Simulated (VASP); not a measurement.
Input of a VASP 6.6.1 run:

POSCAR

```
YTaP
1.0
    3.5867980000      0.0000000000      0.0000000000
    0.0000000000      3.5867980000      0.0000000000
    0.0000000000      0.0000000000      9.0805010000
Y Ta P
2 2 2
Direct
    0.0000000000      0.5000000000      0.9000000000
    0.5000000000      0.0000000000      0.1000000000
    0.0000000000      0.5000000000      0.3350000000
    0.5000000000      0.0000000000      0.6650000000
    0.0000000000      0.5000000000      0.6170000000
    0.5000000000      0.0000000000      0.3830000000
```

The input INCAR.step1:

```
SYSTEM = YTaP
  PREC = Accurate
  ENCUT = 520
  ISMEAR = 0
  SIGMA = 0.0157
  LREAL = .False.
  LASPH = .True.
  NELM = 150
  LMAXMIX = 4
  LDAU = .True.
  LDAUTYPE = 2
  LDAUL = 2 -1 -1
  LDAUU = 1 0 0
  LDAUJ = 0 0 0
  NBANDS = 36
  GGA = PE
  ALGO = Normal
  EDIFF = 1E-4
  LWAVE = .True.
  LCHARG = .False.
```

The input INCAR.step2:

```
SYSTEM = YTaP
  PREC = Accurate
  ENCUT = 520
  EDIFF = 1E-7
  ISMEAR = 0
  SIGMA = 0.0157
  LREAL = .False.
  LASPH = .True.
  NELM = 150
  ALGO = Normal
  ISIF = 2
  LWAVE = .False.
  LCHARG = .False.
  LMAXMIX = 4
  LDAU = .True.
  LDAUTYPE = 2
  LDAUL = 2 -1 -1
  LDAUU = 1 0 0
  LDAUJ = 0 0 0
  LDAUPRINT = 1
  METAGGA = R2SCAN
  LMIXTAU = .True.
  NBANDS = 36
  ISTART = 1
```

Contents of KPOINTS:

```
Automatic mesh
0
Gamma
  5 5 2
  0 0 0
```

Potentials or basis: VASP PAW PBE potentials, release 64 (Y_sv, Ta_pv, P).

Launch:

```console
$ cat potpaw_PBE.64/Y_sv/POTCAR potpaw_PBE.64/Ta_pv/POTCAR potpaw_PBE.64/P/POTCAR > POTCAR
$ cp INCAR.step1 INCAR
$ mpirun -np 1 vasp_std > vasp.out
$ cp INCAR.step2 INCAR
$ mpirun -np 1 vasp_std > vasp.out
```

(1) Predict the pressure.

(2) What does it give for the largest force?

(3) Estimate the band gap on the k mesh.

Answers

(1) 7.4 GPa.

(2) 1.427 eV/Å.

(3) zero (bands 27 and 28 overlap by 0.67 eV).

Caveat: the cell stands under pressure; the PAW data sets were made with another functional, which shifts forces and pressure a little; spin-orbit coupling is left out, which moves the levels of the heavy elements; U without spin polarisation on a metal has little footing; the U is typed as a test and isn't derived for this compound.
